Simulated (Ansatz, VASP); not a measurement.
**Two plane-wave programs on Ga4AsP3**

INCAR

```
  PREC = Accurate
  ENCUT = 600
  EDIFF = 1E-6
  ISMEAR = 0
  SIGMA = 0.02
  LREAL = F
  LASPH = T
  NELM = 60
  ALGO = Normal
  ISIF = 3
  LWAVE = F
  LCHARG = F
  GGA = PE
  IBRION = 2
  NSW = 100
  EDIFFG = -0.01
```

Contents of KPOINTS:

```
regular mesh
0
Gamma
  6 6 6
```

POSCAR

```
Ga4AsP3
1.0
    5.5637786000      0.0000000000      0.0000000000
    0.0000000000      5.5637786000      0.0000000000
    0.0000000000      0.0000000000      5.5637786000
Ga P As
4 3 1
Direct
    0.7545030000      0.7545030000      0.2454970000
    0.7545030000      0.2454970000      0.7545030000
    0.2454970000      0.7545030000      0.7545030000
    0.2454970000      0.2454970000      0.2454970000
    0.5000000000      0.0000000000      0.0000000000
    0.0000000000      0.5000000000      0.0000000000
    0.0000000000      0.0000000000      0.5000000000
    0.5000000000      0.5000000000      0.5000000000
```

Input for Ansatz:

```yaml
crystal:
  lattice:
    - [5.5637786, 0.0, 0.0]
    - [0.0, 5.5637786, 0.0]
    - [0.0, 0.0, 5.5637786]
  atoms:
    - { symbol: Ga, position: [0.754503, 0.754503, 0.245497] }
    - { symbol: Ga, position: [0.754503, 0.245497, 0.754503] }
    - { symbol: Ga, position: [0.245497, 0.754503, 0.754503] }
    - { symbol: Ga, position: [0.245497, 0.245497, 0.245497] }
    - { symbol: P, position: [0.5, 0.0, 0.0] }
    - { symbol: P, position: [0.0, 0.5, 0.0] }
    - { symbol: P, position: [0.0, 0.0, 0.5] }
    - { symbol: As, position: [0.5, 0.5, 0.5] }
basis:
  ecutwfc: 420
kpoints:
  mp_grid: { grid: [6, 6, 6] }
hamiltonian:
  xc: pbe
scf:
  occupations: { method: gaussian, width: 0.02 }
output:
  forces: true
  stress: true
  eigenvalues: true
relax:
  adjacent_minimum: "off"
  f_tol: 0.01
  max_steps: 80
  cell: { stress_tol: 0.05 }
```

Alike in both runs: task relaxation of cell and atoms; functional PBE; k mesh 6 × 6 × 6; occupations gaussian, width 0.02 eV; no spin polarisation.

|  | VASP | Ansatz |
| --- | --- | --- |
| version | VASP 6.6.1 | Ansatz 0.2.0 |
| potentials or method | VASP PAW PBE potentials, release 64 (Ga_d, P, As), cutoff 600 eV | scalar-relativistic, plane waves, PAW |
| valence electrons in the cell | 72 | 82 |

|  | VASP | Ansatz | Ansatz less VASP |
| --- | --- | --- | --- |
| gap on the k mesh at the Fermi level, each at its own relaxed structure (eV) | 1.16 | 1.16 | +0.003 |
| relaxed volume (Å³/atom) | 21.53 | 21.53 | 0.000 |
| relaxed length of the cell vector where the two differ most in proportion (Å) | 5.564 | 5.564 | 0.0000 |

VASP's potentials hold 72 valence electrons a cell and Ansatz's 82, so a difference there can come from the potentials and not from the codes.

Noted on VASP's run: the relaxation stopped at its first step, so nothing moved.
